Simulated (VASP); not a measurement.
# Be7Te8 (a cell with a defect) in VASP: notebook

Be7Te8 (a cell with a defect) is run at these levels: PBE; tasks: single point.

All numbers are computed with VASP 6.6.1; they aren't measurements. Logs are shortened: lines on timing, memory, paths and dates and some standing lists are left out, and cuts for length are marked.

### 1 The cell of the first run

The cell holds a defect, 15 atoms: a = 7.893 Å, b = 7.893 Å, c = 7.893 Å, α = 60.00°, β = 60.00°, γ = 60.00°.

### 2 Single point, PBE

The input, INCAR:

```
SYSTEM = Be7Te8
  PREC = Accurate
  ENCUT = 520
  EDIFF = 1E-6
  ISMEAR = 1
  SIGMA = 0.0951
  LREAL = Auto
  LASPH = .True.
  NELM = 80
  ALGO = Normal
  ISIF = 2
  LWAVE = .False.
  LCHARG = .True.
  GGA = PE
  LELF = .True.
  LVHAR = .True.
  NBANDS = 44
```

The input, KPOINTS:

```
regular mesh
0
Gamma
  2 2 2
  0 0 0
```

The input, POSCAR:

```
Be7Te8
1.0
    0.0000000000      5.5810420000      5.5810420000
    5.5810420000      0.0000000000      5.5810420000
    5.5810420000      5.5810420000      0.0000000000
Be Te
7 8
Direct
    0.0026859680      0.0009723095     -0.0017391914
    0.0022627495      0.4980882602     -0.0015374369
    0.0026491469      0.4981782972      0.5010894023
    0.4998909702      0.0009219605     -0.0015139646
    0.4998593453      0.0008867520      0.5012813020
    0.5009218709      0.4994459816     -0.0001938706
    0.4995979245      0.4984664154      0.5010394116
    0.1253495315      0.1235548846      0.1276168500
    0.1250911568      0.1235278287      0.6236238681
    0.1257476650      0.6246801225      0.1247365635
    0.1249873232      0.6279055954      0.6236832656
    0.6263686960      0.1242273396      0.1249632237
    0.6289536076      0.1238158573      0.6239575871
    0.6259940348      0.6246638173      0.1247290381
    0.6262323416      0.6246193811      0.6246315652
```

Potentials or basis: VASP PAW PBE potentials, release 64 (Be, Te).

The run is started by

```sh
cat potpaw_PBE.64/Be/POTCAR potpaw_PBE.64/Te/POTCAR > POTCAR
mpirun -np 1 vasp_std > vasp.out
```

OUTCAR:

```text
SYSTEM = Be7Te8
   PREC = Accurate
   ENCUT = 520
   EDIFF = 1E-6
   ISMEAR = 1
   LREAL = Auto
   LASPH = .True.
   NELM = 80
   ISIF = 2
   GGA = PE

 ion  position               nearest neighbor table
   1  0.003  0.001  0.998-   8 2.41   9 2.41  10 2.43  12 2.43
   2  0.002  0.498  0.998-   8 2.41  11 2.42  14 2.42  10 2.43
   3  0.003  0.498  0.501-   9 2.41  11 2.41  10 2.43  15 2.43
   4  0.500  0.001  0.998-  13 2.41   8 2.41  14 2.42  12 2.42
   5  0.500  0.001  0.501-  13 2.41   9 2.42  15 2.42  12 2.43
   6  0.501  0.499  1.000-  10 2.42  15 2.42  14 2.42  12 2.42
   7  0.500  0.498  0.501-  11 2.41  13 2.41  14 2.43  15 2.43
   8  0.125  0.124  0.128-   2 2.41   4 2.41   1 2.41
   9  0.125  0.124  0.624-   1 2.41   3 2.41   5 2.42
  10  0.126  0.625  0.125-   6 2.42   1 2.43   2 2.43   3 2.43
  11  0.125  0.628  0.624-   7 2.41   3 2.41   2 2.42
  12  0.626  0.124  0.125-   6 2.42   4 2.42   1 2.43   5 2.43
  13  0.629  0.124  0.624-   4 2.41   7 2.41   5 2.41
  14  0.626  0.625  0.125-   6 2.42   4 2.42   2 2.42   7 2.43
  15  0.626  0.625  0.625-   6 2.42   5 2.42   7 2.43   3 2.43

  LATTYP: Found a face centered cubic cell.
 ALAT       =    11.1620840000

  Lattice vectors:

 A1 = (   0.0000000000,   5.5810420000,   5.5810420000)
 A2 = (   5.5810420000,   0.0000000000,   5.5810420000)
 A3 = (   5.5810420000,   5.5810420000,   0.0000000000)

Analysis of symmetry for initial positions (statically):
=====================================================================
 Subroutine PRICEL returns:
 Original cell was already a primitive cell.

 Routine SETGRP: Setting up the symmetry group for a
 face centered cubic supercell.

 Subroutine GETGRP returns: Found  1 space group operations
 (whereof  1 operations were pure point group operations)
 out of a pool of 48 trial point group operations.

The static configuration has the point symmetry C_1 .

Analysis of symmetry for dynamics (positions and initial velocities):
=====================================================================
 Subroutine PRICEL returns:
 Original cell was already a primitive cell.

 Routine SETGRP: Setting up the symmetry group for a
 face centered cubic supercell.

 Subroutine GETGRP returns: Found  1 space group operations
 (whereof  1 operations were pure point group operations)
 out of a pool of 48 trial point group operations.

The dynamic configuration has the point symmetry C_1 .

 Subroutine INISYM returns: Found  1 space group operations
 (whereof  1 operations are pure point group operations),
 and found     1 'primitive' translations

----------------------------------------------------------------------------------------

                                     Primitive cell

  volume of cell :     347.6769

  direct lattice vectors                    reciprocal lattice vectors
     0.000000000  5.581042000  5.581042000    -0.089589005  0.089589005  0.089589005
     5.581042000  0.000000000  5.581042000     0.089589005 -0.089589005  0.089589005
     5.581042000  5.581042000  0.000000000     0.089589005  0.089589005 -0.089589005

  length of vectors
     7.892785289  7.892785289  7.892785289     0.155172709  0.155172709  0.155172709

  position of ions in fractional coordinates (direct lattice)
     0.002685968  0.000972309  0.998260809
     0.002262749  0.498088260  0.998462563
     0.002649147  0.498178297  0.501089402
     0.499890970  0.000921961  0.998486035
     0.499859345  0.000886752  0.501281302
     0.500921871  0.499445982  0.999806129
     0.499597925  0.498466415  0.501039412
     0.125349531  0.123554885  0.127616850
     0.125091157  0.123527829  0.623623868
     0.125747665  0.624680123  0.124736564
     0.124987323  0.627905595  0.623683266
     0.626368696  0.124227340  0.124963224
     0.628953608  0.123815857  0.623957587
     0.625994035  0.624663817  0.124729038
     0.626232342  0.624619381  0.624631565

  ion indices of the primitive-cell ions
   primitive index   ion index
                 1           1
                 2           2
                 3           3
                 4           4
                 5           5
                 6           6
                 7           7
                 8           8
                 9           9
                10          10
                11          11
                12          12
                13          13
                14          14
                15          15

----------------------------------------------------------------------------------------

 KPOINTS: regular mesh

Automatic generation of k-mesh.
 Grid dimensions read from file:
 generate k-points for:    2    2    2

 Generating k-lattice:

  Cartesian coordinates                     Fractional coordinates (reciprocal lattice)
    -0.044794503  0.044794503  0.044794503     0.500000000  0.000000000  0.000000000
     0.044794503 -0.044794503  0.044794503     0.000000000  0.500000000  0.000000000
     0.044794503  0.044794503 -0.044794503     0.000000000  0.000000000  0.500000000

  Length of vectors
     0.077586354  0.077586354  0.077586354

  Shift w.r.t. Gamma in fractional coordinates (k-lattice)
     0.000000000  0.000000000  0.000000000

 Subroutine IBZKPT returns following result:
 ===========================================

 Found      8 irreducible k-points:

 Following reciprocal coordinates:
            Coordinates               Weight
  0.000000  0.000000  0.000000      1.000000
  0.500000  0.000000  0.000000      1.000000
  0.000000  0.500000  0.000000      1.000000
  0.000000  0.000000  0.500000      1.000000
  0.500000  0.500000  0.500000      1.000000
  0.500000  0.500000  0.000000      1.000000
  0.000000  0.500000  0.500000      1.000000
  0.500000  0.000000  0.500000      1.000000
   k-points           NKPTS =      8   k-points in BZ     NKDIM =      8   number of bands    NBANDS=     44
   number of dos      NEDOS =    301   number of ions     NIONS =     15
   total plane-waves  NPLWV = 216000
   dimension x,y,z NGX =    60 NGY =   60 NGZ =   60
   dimension x,y,z NGXF=   120 NGYF=  120 NGZF=  120
   ions per type =               7   8
   NGX,Y,Z   is equivalent  to a cutoff of  12.64, 12.64, 12.64 a.u.
   NGXF,Y,Z  is equivalent  to a cutoff of  25.28, 25.28, 25.28 a.u.
 SYSTEM =  Be7Te8
   PREC   = accura    normal or accurate (medium, high low for compatibility)
   ISTART =      0    job   : 0-new  1-cont  2-samecut
   ICHARG =      2    charge: 1-file 2-atom 10-const
   ISPIN  =      1    spin polarized calculation?
   LNONCOLLINEAR =      F non collinear calculations
   LSORBIT =      F    spin-orbit coupling
   LASPH  =      T    aspherical Exc in radial PAW
   ENCUT  =  520.0 eV  38.22 Ry    6.18 a.u.  14.68 14.68 14.68*2*pi/ulx,y,z
   NELM   =     80;   NELMIN=  2; NELMDL= -5     # of ELM steps
   EDIFF  = 0.1E-05   stopping-criterion for ELM
   LREAL  =      T    real-space projection
   EDIFFG = 0.1E-04   stopping-criterion for IOM
   NSW    =      0    number of steps for IOM
   IBRION =     -1    ionic relax: 0-MD 1-quasi-New 2-CG
   NFREE  =      0    steps in history (QN), initial steepest desc. (CG)
   ISIF   =      2    stress and relaxation
   ISYM   =      2    0-nonsym 1-usesym 2-fastsym
   POTIM  = 0.5000    time-step for ionic-motion
   TEBEG  =    0.0;   TEEND  =   0.0 temperature during run
   PSTRESS=    0.0 pullay stress
   NELECT =      62.0000    total number of electrons
   NUPDOWN=      -1.0000    fix difference up-down
   EMIN   =  10.00;   EMAX   =-10.00  energy-range for DOS
   EFERMI =   0.00;   METHOD = LEGACY
   ISMEAR =     1;   SIGMA  =   0.10  broadening in eV -4-tet -1-fermi 0-gaus
   EFERMI_NEDOS =   21; number of points for ismear=-14 and -15
   IALGO  =     38    algorithm
   IMIX   =      4    mixing-type and parameters
     AMIX     =   0.40;   BMIX     =  1.00
     AMIX_MAG =   1.60;   BMIX_MAG =  1.00
  volume/ion in A,a.u.               =      23.18       156.42
  Fermi-wavevector in a.u.,A,eV,Ry     =   0.921468  1.741321 11.552743  0.849103
  Thomas-Fermi vector in A             =   2.046887
   LORBIT       =      0    0 simple, 1 ext, 2 COOP (PROOUT), +10 PAW based schemes
   GGA     = PE    functional components
   LHFCALC =     F    Hartree Fock is set to
   AEXX    =    0.0000 exact exchange contribution
   IVDW    =     0    specifies the selected vdW correction
   LEPSILON=     F    determine dielectric tensor
   LRPA    =     F    only Hartree local field effects (RPA)
 non-spin polarized calculation
 Methfessel and Paxton  Order N= 1 SIGMA  =   0.10
  energy-cutoff  :      520.00
  volume of cell :      347.68
 maximum number of plane-waves:      9384
 NGX is ok and might be reduce to    60
   NGX = 29   NGY = 29   NGZ = 29

 number of electron      61.9999997 magnetization

 Free energy of the ion-electron system (eV)
  ---------------------------------------------------
  ext. energy  EPLUGINS =         0.00000000
  ---------------------------------------------------
  free energy    TOTEN  =       -54.87844783 eV

  energy without entropy =      -54.85339346  energy(sigma->0) =      -54.87009638

 E-fermi :   5.1052     XC(G=0):  -9.0479

 val. band max:        4.7718807484   @ k =   0.5000   0.5000   0.0000
 cond. band min:       5.1184607469   @ k =   0.5000   0.5000   0.5000
 fundamental gap:      0.3465799985
 Fermi energy:         5.1051523454

 k-point     1 :       0.0000    0.0000    0.0000
  band No.  band energies     occupation
      1      -7.2675      2.00000
      2      -5.9063      2.00000
      3      -5.9060      2.00000
      4      -5.9059      2.00000
      5      -5.7642      2.00000
      6      -5.3072      2.00000
[... 357 lines left out ...]
     42      10.5244      0.00000
     43      10.6408      0.00000
 [bands above 43 left out]

------------------------ aborting loop because EDIFF is reached ----------------------------------------

  FORCE on cell =-STRESS in cart. coord.  units (eV):
  Direction    XX          YY          ZZ          XY          YZ          ZX
  --------------------------------------------------------------------------------------
  -------------------------------------------------------------------------------------
  Total        3.9348031      3.9226877      3.9212833     -0.0084920     -0.0052053     -0.0088503
  in kB       18.1325012     18.0766707     18.0701989     -0.0391332     -0.0239871     -0.0407842
  external PRESSURE =      18.0931236 kB  Pullay stress =       0.0000000 kB

 VOLUME and BASIS-vectors are now :
 -----------------------------------------------------------------------------
  energy-cutoff  :      520.00
  volume of cell :      347.68
      direct lattice vectors                 reciprocal lattice vectors
     0.000000000  5.581042000  5.581042000    -0.089589005  0.089589005  0.089589005
     5.581042000  0.000000000  5.581042000     0.089589005 -0.089589005  0.089589005
     5.581042000  5.581042000  0.000000000     0.089589005  0.089589005 -0.089589005

 POSITION                                       TOTAL-FORCE (eV/Angst)
 -----------------------------------------------------------------------------------
      5.57676      5.58633      0.02042         0.001155     -0.001843     -0.007499
      8.35231      5.58509      2.79248         0.005659     -0.002202      0.005742
      5.57696      2.81139      2.79514         0.002926     -0.007948     -0.002629
      5.57774      8.36251      2.79506         0.000544      0.004064     -0.001282
      2.80262      5.58741      2.79469        -0.001552     -0.003111     -0.001111
      8.36739      8.37563      5.58310         0.001007     -0.000174      0.000931
      5.57828      5.58460      5.57024         0.001153      0.002423      0.004134
      1.40180      1.41182      1.38915         0.010641      0.005425     -0.012228
      4.16989      4.17861      1.38755        -0.007815     -0.005343     -0.003430
      4.18253      1.39796      4.18817        -0.000449      0.003693     -0.000795
      6.98517      4.17836      4.20193         0.006476     -0.008336      0.003573
      1.39074      4.19321      4.18911        -0.000889      0.004354      0.003765
      4.17335      6.99255      4.20124        -0.011486     -0.000932      0.006033
      4.18239      4.18982      6.97997        -0.002103      0.006623      0.001743
      6.97212      6.98112      6.98106        -0.005266      0.003307      0.003054
 -----------------------------------------------------------------------------------
    total drift:                               -0.014570      0.022801      0.015860

  FREE ENERGIE OF THE ION-ELECTRON SYSTEM (eV)
  ---------------------------------------------------
  free  energy   TOTEN  =       -54.8784478315 eV

  energy  without entropy=      -54.8533934638  energy(sigma->0) =      -54.87009638
```

It took 3.1 min on 1 thread of Intel Xeon Platinum 8488C (Sapphire Rapids), shared host; peak memory 0.5 GiB.

What came out:

```
Free energy            : -54.8784 eV
Pressure               : 1.8 GPa
Largest force          : 0.017 eV/Å
Band gap on the k mesh : zero (band 31 reaches 5.50 eV, above the bottom of band 32 at 4.77 eV)
```

Forces in eV/Å, atoms in the order of the input:
```
Be   0.001 -0.002 -0.007
Be   0.006 -0.002  0.006
Be   0.003 -0.008 -0.003
Be   0.001  0.004 -0.001
Be  -0.002 -0.003 -0.001
Be   0.001  0.000  0.001
Be   0.001  0.002  0.004
Te   0.011  0.005 -0.012
Te  -0.008 -0.005 -0.003
Te   0.000  0.004 -0.001
Te   0.006 -0.008  0.004
Te  -0.001  0.004  0.004
Te  -0.011 -0.001  0.006
Te  -0.002  0.007  0.002
Te  -0.005  0.003  0.003
```

Caveat: the k points lie up to 0.49 Å⁻¹ apart; spin-orbit coupling is left out, which moves the levels of the heavy elements.

(Part 1 of 2 ends here.)
